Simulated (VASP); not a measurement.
Set up this calculation in VASP 6.6.1, as the native input.

| Quantity | Value |
| --- | --- |
| Task | single point |
| Functional | r2SCAN |
| Potentials or basis | VASP PAW PBE potentials, release 64 (N, B, As) |
| Cutoff | 520 eV |
| k mesh | 10 × 10 × 10 |
| Occupations | gaussian, width 0.01 eV |
| Spin | no spin polarisation |
| Dipole correction | no |
| Further INCAR settings | ALGO = Normal; EDIFF = 1e-06; NBANDS = 21 |

The system is B3AsN2.

```xyz
6
Lattice="-1.4267 4.2911 2.0123 1.4267 -4.2911 2.0123 1.4267 4.2911 -2.0123" Properties=species:S:1:pos:R:3 pbc="T T T"
N     0.0000    2.7996   -0.0260
N     0.0000    5.7826   -0.0260
B     1.4267    2.6481    0.8854
B     0.0000    1.6430    2.8977
B     1.4267    0.0000    1.2978
As    0.0000    0.0000    0.0018
```

These files were run (other wordings do the same):

POSCAR

```
B3AsN2
1.0
   -1.4267281028      4.2910814663      2.0122831151
    1.4267281028     -4.2910814663      2.0122831151
    1.4267281028      4.2910814663     -2.0122831151
N B As
2 3 1
Direct
    0.3197489803     -0.0064625680      0.3262115482
    0.6673258838     -0.0064625680      0.6737884518
    0.5285689042      0.7200094736      0.8085594306
    0.9114500431      0.7200094736      0.1914405694
    0.3224577191      0.8224577191      0.5000000000
    0.0004484697      0.0004484697      0.0000000000
```

INCAR.step1

```
PREC = Accurate ; ENCUT = 520
ISMEAR = 0 ; SIGMA = 0.01
LREAL = F ; LASPH = T
NELM = 60 ; NBANDS = 21
GGA = PE ; ALGO = Normal
EDIFF = 1E-4 ; LWAVE = T
LCHARG = F
```

INCAR.step2

```
PREC = Accurate ; ENCUT = 520
EDIFF = 1E-6 ; ISMEAR = 0
SIGMA = 0.01 ; LREAL = F
LASPH = T ; NELM = 60
ALGO = Normal ; ISIF = 2
LWAVE = F ; LCHARG = T
METAGGA = R2SCAN ; LMIXTAU = T
LELF = T ; LVHAR = T
NBANDS = 21 ; ISTART = 1
```

KPOINTS

```
regular mesh
0
Gamma
  10 10 10
```

Potentials or basis: VASP PAW PBE potentials, release 64 (N, B, As).

Launch:

```sh
$ cat potpaw_PBE.64/N/POTCAR potpaw_PBE.64/B/POTCAR potpaw_PBE.64/As/POTCAR > POTCAR
$ cp INCAR.step1 INCAR
$ mpirun -np 1 vasp_std > vasp.out
$ cp INCAR.step2 INCAR
$ mpirun -np 1 vasp_std > vasp.out
```

Results of the run:

```yaml
Pressure: 0.9 GPa
Largest_force: 0.085 eV/Å
Band_gap_on_the_k_mesh: 0.38 eV
```

Caveat: the PAW data sets were made with another functional, which shifts forces and pressure a little.

Run time: 24 min on 1 thread of Intel Xeon 8259CL (shared host), peak memory 0.38 GiB.
